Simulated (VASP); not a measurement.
# SnTe3 (P6/mmm) in VASP: relaxation of cell and atoms with PBE

Aim: the relaxation of cell and atoms of SnTe3 with PBE.

All numbers are computed with VASP 6.6.1; they aren't measurements. Logs are shortened: lines on timing, memory, paths and dates and some standing lists are left out, and cuts for length are marked.

## (1) The cell of the first run

The structure is hexagonal, space group P6/mmm (No. 191). Conventional cell: a = 6.388 Å, b = 6.388 Å, c = 5.465 Å, α = 90.00°, β = 90.00°, γ = 120.00°. Sn (site symmetry 6/mmm) has 6 Te at 3.19 Å within 4.2 Å. Within 4.2 Å of Te (site symmetry mmm) lie 4 Te at 3.19 Å and 2 Sn at 3.19 Å.

The cell was generated, and may not be a known phase.

## (2) Relaxation of cell and atoms, PBE

INCAR reads:

```
  ALGO = Normal
  EDIFF = 1E-7
  EDIFFG = -0.01
  ENCUT = 600
  GGA = PE
  IBRION = 2
  ISIF = 3
  ISMEAR = 0
  LASPH = T
  LCHARG = F
  LREAL = F
  LWAVE = F
  NELM = 60
  NSW = 100
  PREC = Accurate
  SIGMA = 0.1
```

KPOINTS reads:

```
k-points
0
Gamma
  12 12 8
```

POSCAR reads:

```
SnTe3
1.0
    6.3882579787      0.0000000000      0.0000000000
   -3.1941289893      5.5323936955      0.0000000000
    0.0000000000      0.0000000000      5.4646146432
Sn Te
1 3
Direct
    0.0000000000      0.0000000000      0.0000000000
    0.5000000000      0.0000000000      0.0000000000
    0.0000000000      0.5000000000      0.0000000000
    0.5000000000      0.5000000000      0.0000000000
```

Potentials or basis: VASP PAW PBE potentials, release 64 (Sn_d, Te).

On the command line:

```
cat potpaw_PBE.64/Sn_d/POTCAR potpaw_PBE.64/Te/POTCAR > POTCAR
mpirun -np 1 vasp_std > vasp.out
```

OUTCAR:

```text
EDIFF = 1E-7
   EDIFFG = -0.01
   ENCUT = 600
   GGA = PE
   IBRION = 2
   ISIF = 3
   ISMEAR = 0
   LASPH = T
   LREAL = F
   NELM = 60
   NSW = 100
   PREC = Accurate

 ion  position               nearest neighbor table
   1  0.000  0.000  0.000-   3 3.19   3 3.19   2 3.19   2 3.19   4 3.19   4 3.19
   2  0.500  0.000  0.000-   4 3.19   4 3.19   1 3.19   1 3.19   3 3.19   3 3.19
   3  0.000  0.500  0.000-   1 3.19   1 3.19   4 3.19   4 3.19   2 3.19   2 3.19
   4  0.500  0.500  0.000-   2 3.19   2 3.19   3 3.19   3 3.19   1 3.19   1 3.19

  LATTYP: Found a hexagonal cell.
 ALAT       =     6.3882579787
 C/A-ratio  =     0.8554154609

  Lattice vectors:

 A1 = (   6.3882579787,   0.0000000000,   0.0000000000)
 A2 = (  -3.1941289893,   5.5323936955,   0.0000000000)
 A3 = (   0.0000000000,   0.0000000000,   5.4646146432)

Analysis of symmetry for initial positions (statically):
=====================================================================
 Subroutine PRICEL returns:
 Original cell was already a primitive cell.

 Routine SETGRP: Setting up the symmetry group for a
 hexagonal supercell.

 Subroutine GETGRP returns: Found 24 space group operations
 (whereof 24 operations were pure point group operations)
 out of a pool of 24 trial point group operations.

The static configuration has the point symmetry D_6h.

Analysis of symmetry for dynamics (positions and initial velocities):
=====================================================================
 Subroutine PRICEL returns:
 Original cell was already a primitive cell.

 Routine SETGRP: Setting up the symmetry group for a
 hexagonal supercell.

 Subroutine GETGRP returns: Found 24 space group operations
 (whereof 24 operations were pure point group operations)
 out of a pool of 24 trial point group operations.

The dynamic configuration has the point symmetry D_6h.

 Subroutine INISYM returns: Found 24 space group operations
 (whereof 24 operations are pure point group operations),
 and found     1 'primitive' translations

----------------------------------------------------------------------------------------

                                     Primitive cell

  volume of cell :     193.1324

  direct lattice vectors                    reciprocal lattice vectors
     6.388257979  0.000000000  0.000000000     0.156537197  0.090376793  0.000000000
    -3.194128989  5.532393695  0.000000000     0.000000000  0.180753586  0.000000000
     0.000000000  0.000000000  5.464614643     0.000000000  0.000000000  0.182995520

  length of vectors
     6.388257979  6.388257979  5.464614643     0.180753586  0.180753586  0.182995520

  position of ions in fractional coordinates (direct lattice)
     0.000000000  0.000000000  0.000000000
     0.500000000  0.000000000  0.000000000
     0.000000000  0.500000000  0.000000000
     0.500000000  0.500000000  0.000000000

  ion indices of the primitive-cell ions
   primitive index   ion index
                 1           1
                 2           2
                 3           3
                 4           4

----------------------------------------------------------------------------------------

 KPOINTS: k-points

Automatic generation of k-mesh.
 Grid dimensions read from file:
 generate k-points for:   12   12    8

 Generating k-lattice:

  Cartesian coordinates                     Fractional coordinates (reciprocal lattice)
     0.013044766  0.007531399  0.000000000     0.083333333  0.000000000  0.000000000
     0.000000000  0.015062799  0.000000000     0.000000000  0.083333333  0.000000000
     0.000000000  0.000000000  0.022874440     0.000000000  0.000000000  0.125000000

  Length of vectors
     0.015062799  0.015062799  0.022874440

  Shift w.r.t. Gamma in fractional coordinates (k-lattice)
     0.000000000  0.000000000  0.000000000

 Subroutine IBZKPT returns following result:
 ===========================================

 Found     95 irreducible k-points:

 Following reciprocal coordinates:
            Coordinates               Weight
  0.000000  0.000000  0.000000      1.000000
  0.083333 -0.000000  0.000000      6.000000
  0.166667 -0.000000  0.000000      6.000000
  0.250000 -0.000000  0.000000      6.000000
  0.333333 -0.000000  0.000000      6.000000
  0.416667 -0.000000  0.000000      6.000000
[... 16 lines left out ...]
  0.250000 -0.000000  0.125000     12.000000
  0.333333 -0.000000  0.125000     12.000000
 [... further k-points ...]
   k-points           NKPTS =     95   k-points in BZ     NKDIM =     95   number of bands    NBANDS=     20
   number of dos      NEDOS =    301   number of ions     NIONS =      4
   total plane-waves  NPLWV = 139968
   dimension x,y,z NGX =    54 NGY =   54 NGZ =   48
   dimension x,y,z NGXF=   108 NGYF=  108 NGZF=   96
   ions per type =               1   3
   NGX,Y,Z   is equivalent  to a cutoff of  14.05, 14.05, 14.60 a.u.
   NGXF,Y,Z  is equivalent  to a cutoff of  28.11, 28.11, 29.21 a.u.
 SYSTEM =  unknown system
   PREC   = accura    normal or accurate (medium, high low for compatibility)
   ISTART =      0    job   : 0-new  1-cont  2-samecut
   ICHARG =      2    charge: 1-file 2-atom 10-const
   ISPIN  =      1    spin polarized calculation?
   LNONCOLLINEAR =      F non collinear calculations
   LSORBIT =      F    spin-orbit coupling
   LASPH  =      T    aspherical Exc in radial PAW
   ENCUT  =  600.0 eV  44.10 Ry    6.64 a.u.  12.76 12.76 10.91*2*pi/ulx,y,z
   NELM   =     60;   NELMIN=  2; NELMDL= -5     # of ELM steps
   EDIFF  = 0.1E-06   stopping-criterion for ELM
   LREAL  =      F    real-space projection
   EDIFFG = -.1E-01   stopping-criterion for IOM
   NSW    =    100    number of steps for IOM
   IBRION =      2    ionic relax: 0-MD 1-quasi-New 2-CG
   NFREE  =      1    steps in history (QN), initial steepest desc. (CG)
   ISIF   =      3    stress and relaxation
   ISYM   =      2    0-nonsym 1-usesym 2-fastsym
   POTIM  = 0.5000    time-step for ionic-motion
   TEBEG  =    0.0;   TEEND  =   0.0 temperature during run
   PSTRESS=    0.0 pullay stress
   NELECT =      32.0000    total number of electrons
   NUPDOWN=      -1.0000    fix difference up-down
   EMIN   =  10.00;   EMAX   =-10.00  energy-range for DOS
   EFERMI =   0.00;   METHOD = LEGACY
   ISMEAR =     0;   SIGMA  =   0.10  broadening in eV -4-tet -1-fermi 0-gaus
   EFERMI_NEDOS =   21; number of points for ismear=-14 and -15
   IALGO  =     38    algorithm
   IMIX   =      4    mixing-type and parameters
     AMIX     =   0.40;   BMIX     =  1.00
     AMIX_MAG =   1.60;   BMIX_MAG =  1.00
  volume/ion in A,a.u.               =      48.28       325.83
  Fermi-wavevector in a.u.,A,eV,Ry     =   0.899166  1.699177 11.000300  0.808499
  Thomas-Fermi vector in A             =   2.021966
   LORBIT       =      0    0 simple, 1 ext, 2 COOP (PROOUT), +10 PAW based schemes
   GGA     = PE    functional components
   LHFCALC =     F    Hartree Fock is set to
   AEXX    =    0.0000 exact exchange contribution
   IVDW    =     0    specifies the selected vdW correction
   LEPSILON=     F    determine dielectric tensor
   LRPA    =     F    only Hartree local field effects (RPA)
 conjugate gradient relaxation of ions
 non-spin polarized calculation
 Gauss-broadening in eV      SIGMA  =   0.10
  energy-cutoff  :      600.00
  volume of cell :      193.13
 maximum number of plane-waves:      6480
 NGX is ok and might be reduce to    54
   NGX = 25   NGY = 25   NGZ = 21

--------------------------------------- Ionic step        1  -------------------------------------------

 number of electron      32.0000003 magnetization

 Free energy of the ion-electron system (eV)
  ---------------------------------------------------
  ext. energy  EPLUGINS =         0.00000000
  ---------------------------------------------------
  free energy    TOTEN  =       -11.99408325 eV

  energy without entropy =      -11.97827521  energy(sigma->0) =      -11.98617923

------------------------ aborting loop because EDIFF is reached ----------------------------------------

  FORCE on cell =-STRESS in cart. coord.  units (eV):
  Direction    XX          YY          ZZ          XY          YZ          ZX
  --------------------------------------------------------------------------------------
  -------------------------------------------------------------------------------------
  Total       -0.0794408     -0.0794408      0.0486296     -0.0000000      0.0000000     -0.0000000
  in kB       -0.6590205     -0.6590205      0.4034193     -0.0000000      0.0000000     -0.0000000
  external PRESSURE =      -0.3048739 kB  Pullay stress =       0.0000000 kB
[... 95 lines left out ...]
  FREE ENERGIE OF THE ION-ELECTRON SYSTEM (eV)
  ---------------------------------------------------
  free  energy   TOTEN  =       -11.9941530997 eV

  energy  without entropy=      -11.9785920431  energy(sigma->0) =      -11.98637257

[... ionic steps 4 to 8 ...]

--------------------------------------- Ionic step        9  -------------------------------------------

 number of electron      32.0000000 magnetization

------------------------ aborting loop because EDIFF is reached ----------------------------------------

  FORCE on cell =-STRESS in cart. coord.  units (eV):
  Direction    XX          YY          ZZ          XY          YZ          ZX
  --------------------------------------------------------------------------------------
  -------------------------------------------------------------------------------------
  Total        0.1278559      0.1278559      0.0057275      0.0000000      0.0000000     -0.0000000
  in kB        0.9979298      0.9979298      0.0447037      0.0000000      0.0000000     -0.0000000
  external PRESSURE =       0.6801877 kB  Pullay stress =       0.0000000 kB
[... 61 lines left out ...]
  energy  without entropy=      -11.9830230656  energy(sigma->0) =      -11.98940846

--------------------------------------- Ionic step       11  -------------------------------------------

 number of electron      31.9999997 magnetization

 Free energy of the ion-electron system (eV)
  ---------------------------------------------------
  ext. energy  EPLUGINS =         0.00000000
  ---------------------------------------------------
  free energy    TOTEN  =       -11.99585130 eV

  energy without entropy =      -11.98295889  energy(sigma->0) =      -11.98940509

 E-fermi :   1.8538     XC(G=0):  -6.8369

 val. band max:        1.8005609245   @ k =   0.0000   0.0000   0.0000
 cond. band min:       1.8724282589   @ k =   0.3333  -0.0000   0.0000
 fundamental gap:      0.0718673344
 Fermi energy:         1.8538171733

 k-point     1 :       0.0000    0.0000    0.0000
  band No.  band energies     occupation
      1     -20.0164      2.00000
      2     -19.9781      2.00000
      3     -19.9781      2.00000
      4     -19.9254      2.00000
      5     -19.9254      2.00000
      6     -10.5935      2.00000
[... 12 lines left out ...]
     19       4.3216      0.00000
[... 513 lines left out ...]
      4     -19.9254      2.00000
      5     -19.9250      2.00000
      6     -10.1507      2.00000
[... 12 lines left out ...]
     19       4.4724      0.00000
     20       4.5013      0.00000

 [... further k-points ...]

------------------------ aborting loop because EDIFF is reached ----------------------------------------

  FORCE on cell =-STRESS in cart. coord.  units (eV):
  Direction    XX          YY          ZZ          XY          YZ          ZX
  --------------------------------------------------------------------------------------
  -------------------------------------------------------------------------------------
  Total       -0.0223272     -0.0223272      0.0029507     -0.0000000      0.0000000      0.0000000
  in kB       -0.1730442     -0.1730442      0.0228689     -0.0000000      0.0000000      0.0000000
  external PRESSURE =      -0.1077399 kB  Pullay stress =       0.0000000 kB
[... 19 lines left out ...]
  FREE ENERGIE OF THE ION-ELECTRON SYSTEM (eV)
  ---------------------------------------------------
  free  energy   TOTEN  =       -11.9958513014 eV

  energy  without entropy=      -11.9829588870  energy(sigma->0) =      -11.98940509

 reached required accuracy - stopping structural energy minimisation
```

It took 39 min on 1 thread of Intel Xeon 6975P-C (Granite Rapids), shared host; peak memory 0.69 GiB.

What came out:

```yaml
Free_energy: -11.9959 eV
Relaxed_cell: a = 6.384 Å, b = 6.384 Å, c = 5.857 Å, α = 90.00°, β = 90.00°, γ = 120.00°
Space_group_after_relaxing_to_0.1_Å: P6/mmm (No. 191)
Energy_gained_by_relaxing: 0.4 meV/atom
Ionic_steps: 11
Pressure_after_relaxing: 0.0 GPa
Band_gap_on_the_k_mesh: zero (bands 16 and 17 overlap by 1.88 eV)
```

The path:
| step | energy change (eV) | largest force (eV/Å) | pressure (GPa) | volume (Å³) |
| --- | --- | --- | --- | --- |
| 1 | 0.0000 | 0.0000 | -0.03 | 193.13 |
| 2 | -0.0001 | 0.0000 | 0.04 | 192.88 |
| 3 | -0.0001 | 0.0000 | 0.02 | 192.94 |
| 4 | -0.0001 | 0.0000 | 0.02 | 193.07 |
| 5 | -0.0002 | 0.0000 | 0.03 | 193.47 |
| 6 | -0.0004 | 0.0000 | 0.03 | 194.25 |
| 7 | -0.0007 | 0.0000 | 0.03 | 195.83 |
| 8 | -0.0012 | 0.0000 | 0.04 | 198.98 |
| 9 | -0.0016 | 0.0000 | 0.07 | 205.27 |
| 10 | -0.0017 | 0.0000 | 0.05 | 205.69 |
| 11 | -0.0018 | 0.0000 | -0.01 | 206.72 |

Final structure:
```cif
data_structure
_symmetry_space_group_name_H-M 'P 1'
_symmetry_Int_Tables_number 1
_cell_length_a 6.3842
_cell_length_b 6.3842
_cell_length_c 5.8566
_cell_angle_alpha 90.000
_cell_angle_beta 90.000
_cell_angle_gamma 120.000
_cell_volume 206.72
loop_
_atom_site_label
_atom_site_type_symbol
_atom_site_fract_x
_atom_site_fract_y
_atom_site_fract_z
_atom_site_occupancy
Sn1 Sn 0.00000 0.00000 0.00000 1
Te1 Te 0.50000 0.00000 0.00000 1
Te2 Te 0.00000 0.50000 0.00000 1
Te3 Te 0.50000 0.50000 0.00000 1
```

Levels at points of the mesh, in eV from the Fermi level:
| k point | band 14 | band 15 | band 16 | band 17 | band 18 | band 19 |
| --- | --- | --- | --- | --- | --- | --- |
| (0.00, 0.00, 0.00) | -0.05 | -0.05 | 1.55 | 1.61 | 2.47 | 2.47 |
| (0.50, 0.00, 0.00) | -1.43 | -1.28 | -0.25 | -0.15 | 0.90 | 1.05 |
| (0.00, 0.00, 0.50) | -0.22 | -0.22 | 1.19 | 1.62 | 2.48 | 2.48 |
| (0.50, 0.00, 0.50) | -1.47 | -1.27 | -0.34 | -0.23 | 0.67 | 0.93 |

Caveat: spin-orbit coupling is left out, which moves the levels of the heavy elements.

The gap in the log of VASP goes by the Fermi energy; the results here count the filled bands.